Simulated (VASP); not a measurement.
Runs of VASP 6.6.1 on Pb. The structure is that of space group Im-3m (No. 229), or close to it. The cells are those of the table. 

```tsv
task	level	spin	cell	k mesh	gap on the mesh (eV)	pressure (GPa)
electric field gradients	PBEsol	off	a = 3.463 Å, angles 109.5°, 1 atom	13 × 13 × 13	none	-2.7
single point	PBEsol	off	a = 3.429 Å, angles 109.5°, 1 atom	13 × 13 × 13	none	-1.7
electric field gradients	PBEsol	off	a = 3.384 Å, angles 108.4°, 1 atom	13 × 13 × 13	none	-1.5
single point	PBEsol	off	a = 3.359 Å, angles 109.5°, 1 atom	13 × 13 × 13	none	1.1
single point	PBEsol	non-collinear, zero start, SOC	a = 3.429 Å, angles 109.5°, 1 atom	13 × 13 × 13	-	(a)
single point	PBEsol	off	a = 3.429 Å, angles 109.5°, 1 atom	6 × 6 × 6	none	-1.9
electric field gradients	PBEsol	off	a = 3.463 Å, angles 109.1, 109.1, 110.3°, 1 atom	13 × 13 × 13	none	-2.7
electric field gradients	PBE	off	a = 3.429 Å, angles 109.5°, 1 atom	13 × 13 × 13	none	1.1
```

Alike in all rows: potentials or basis VASP PAW PBE potentials, release 64 (Pb_d); cutoff (eV) 520; smearing fermi-dirac 0.08 eV.

Task: Estimate the missing entries.

Result: (a) -1.4.

Caveats: some runs use coarse meshes; the PAW data sets were made with another functional, which shifts forces and pressure a little (some runs); spin-orbit coupling is left out, which moves the levels of the heavy elements (some runs).

A k mesh can miss the band edges, and rows without SOC leave out spin-orbit coupling on Pb.

A gap of «none» marks levels without a gap at the run's occupations.
